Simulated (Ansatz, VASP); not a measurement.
One calculation of SiNi, two programs

Contents of INCAR:

```
PREC = Accurate
ENCUT = 520
EDIFF = 1E-7
ISMEAR = 0
SIGMA = 0.05
LREAL = F
LASPH = T
NELM = 150
ALGO = Normal
ISIF = 2
LWAVE = F
LCHARG = F
ISPIN = 2
MAGMOM = 0 0 0 0
LORBIT = 11
LMAXMIX = 4
GGA = PE
NBANDS = 26
```

File KPOINTS:

```
regular mesh
0
Gamma
  9 9 6
```

The input POSCAR:

```
SiNi
1.0
    3.0266200000      0.0000000000      0.0000000000
    0.0000000000      3.2735000000      0.0000000000
    0.0000000000      0.0000000000      4.6977600000
Ni Si
2 2
Direct
    0.5000000000      0.5000000000      0.3442200000
    0.0000000000      0.0000000000      0.6557800000
    0.5000000000      0.5000000000      0.8423000000
    0.0000000000      0.0000000000      0.1577000000
```

Input for Ansatz:

```yaml
crystal:
  lattice:
    - [3.02662, 0.0, 0.0]
    - [0.0, 3.2735, 0.0]
    - [0.0, 0.0, 4.69776]
  atoms:
    - { symbol: Ni, position: [0.5, 0.5, 0.34422] }
    - { symbol: Ni, position: [0.0, 0.0, 0.65578] }
    - { symbol: Si, position: [0.5, 0.5, 0.8423] }
    - { symbol: Si, position: [0.0, 0.0, 0.1577] }
hamiltonian:
  xc: pbe
  pseudopotentials: { kind: paw }
basis:
  ecutwfc: 420
kpoints:
  mp_grid: { grid: [9, 9, 6] }
scf:
  occupations: { method: gaussian, width: 0.05 }
  lower_state_search: "off"
output:
  forces: true
  stress: true
magnetization:
  spin_polarized: true
```

Alike in both runs: task single point; functional PBE; k mesh 9 × 9 × 6; occupations gaussian, width 0.05 eV; collinear spin.

|  | VASP | Ansatz |
| --- | --- | --- |
| version | VASP 6.6.1 | Ansatz 0.2.0 |
| potentials or method | VASP PAW PBE potentials, release 64 (Ni, Si), cutoff 520 eV | PAW, plane waves, scalar-relativistic |
| valence electrons in the cell | 28 | 44 |

VASP gave:

```
pressure (GPa)                                                : 1.3
traceless stress, the component that is largest in VASP (GPa) : 0.96
rms of the force components (eV/Å)                            : 0.062
net moment per atom (μB)                                      : 0.00
```

Q: Which values does Ansatz return?

A: Pressure (GPa): 1.2; traceless stress, the component that is largest in VASP (GPa): 0.93; rms of the force components (eV/Å): 0.064; net moment per atom (μB): 0.00.

Atom by atom the forces differ by 0.002 eV/Å (rms over components). VASP's potentials hold 28 valence electrons a cell and Ansatz's 44, so a difference there can come from the potentials and not from the codes. Ansatz's warnings: no starting moments.
